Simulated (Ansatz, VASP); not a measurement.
**ZrAl3B3N: VASP beside Ansatz**

```xyz
8
Lattice="4.5330 0.0000 0.0000 0.0000 4.5330 0.0000 0.0000 0.0000 4.5330" Properties=species:S:1:pos:R:3 pbc="T T T"
Zr    0.0000    0.0000    0.0000
Al    2.2665    0.0000    0.0000
Al    0.0000    2.2665    0.0000
Al    0.0000    0.0000    2.2665
B     0.0000    2.2665    2.2665
B     2.2665    0.0000    2.2665
B     2.2665    2.2665    0.0000
N     2.2665    2.2665    2.2665
```

Alike in both runs: task relaxation of cell and atoms; functional PBE; k mesh 3 × 3 × 3; occupations gaussian, width 0.15 eV; no spin polarisation.

```csv
,VASP,Ansatz
version,VASP 6.6.1,Ansatz 0.2.0
potentials or method,"VASP PAW PBE potentials, release 64 (Zr_sv, Al, B, N), cutoff 600 eV","scalar-relativistic, plane waves, PAW"
valence electrons in the cell,35,35
```

Ansatz gave:

```
gap on the k mesh at the Fermi level, each at its own relaxed structure (eV) : none
relaxed volume (Å³/atom)                                                     : 14.20
relaxed length of the cell vector where the two differ most in proportion (Å)              : 4.843
```

Problem. Which values does VASP return?

Solution. gap on the k mesh at the Fermi level, each at its own relaxed structure (eV): none; relaxed volume (Å³/atom): 14.30; relaxed length of the cell vector where the two differ most in proportion (Å): 4.854.

A gap of «none» marks a metal or a gap that the smearing closes.

The k mesh is coarse, so the values compare programs but aren't converged. Noted on VASP's run: the volume moved by over 15 % at a fixed basis, so the end points are rough.
